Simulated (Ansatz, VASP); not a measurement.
# Sr in VASP and in Ansatz

Contents of INCAR:

```
SYSTEM = Sr
PREC     = Accurate       ! precision mode
ENCUT    = 520            ! plane-wave cutoff, eV
EDIFF    = 1E-6           ! SCF threshold, eV
ISMEAR   = 0              ! smearing method
SIGMA    = 0.03           ! smearing width, eV
LREAL    = .False.        ! projectors in reciprocal space
LASPH    = .True.         ! aspherical terms in the spheres
NELM     = 100            ! most SCF steps
ALGO     = Fast           ! electronic algorithm
ISIF     = 2              ! what is computed and relaxed
LWAVE    = .False.        ! write WAVECAR
LCHARG   = .False.        ! write CHGCAR
GGA      = PS             ! functional
NBANDS   = 11             ! bands
```

Contents of KPOINTS:

```
regular mesh
0
Gamma
  10 10 10
  0 0 0
```

Contents of POSCAR:

```
Sr
1.0
    0.0000000000      2.9472136046      3.2419349650
    2.9472136046      0.0000000000      3.2419349650
    2.9472136046      2.9472136046      0.0000000000
Sr
1
Direct
    0.0000000000      0.0000000000      0.0000000000
```

Input for Ansatz:

```yaml
crystal:
  lattice:
    - [0.0, 2.9472136046, 3.241934965]
    - [2.9472136046, 0.0, 3.241934965]
    - [2.9472136046, 2.9472136046, 0.0]
  atoms:
    - { symbol: Sr, position: [0.0, 0.0, 0.0] }
basis:
  ecutwfc: 420
kpoints:
  mp_grid: { grid: [10, 10, 10] }
hamiltonian:
  xc: pbesol
scf:
  occupations: { method: gaussian, width: 0.03 }
output:
  forces: true
  stress: true
  eigenvalues: true
```

Alike in both runs: task single point; functional PBEsol; k mesh 10 × 10 × 10; occupations gaussian, width 0.03 eV; no spin polarisation.

```csv
,VASP,Ansatz
version,VASP 6.6.1,Ansatz 0.2.0
potentials or method,"VASP PAW PBE potentials, release 64 (Sr_sv), cutoff 520 eV","scalar-relativistic, plane waves, PAW"
valence electrons in the cell,10,10
```

Ansatz gave:

* gap on the k mesh at the Fermi level (eV): none
* pressure (GPa): -0.9
* traceless stress, the component that is largest in VASP (GPa): -0.41

Task: Which values does VASP return?

Result: gap on the k mesh at the Fermi level (eV): none; pressure (GPa): -0.9; traceless stress, the component that is largest in VASP (GPa): -0.40.

VASP's potentials were made for PBE, not for PBEsol. A gap of «none» marks a metal or a gap that the smearing closes.
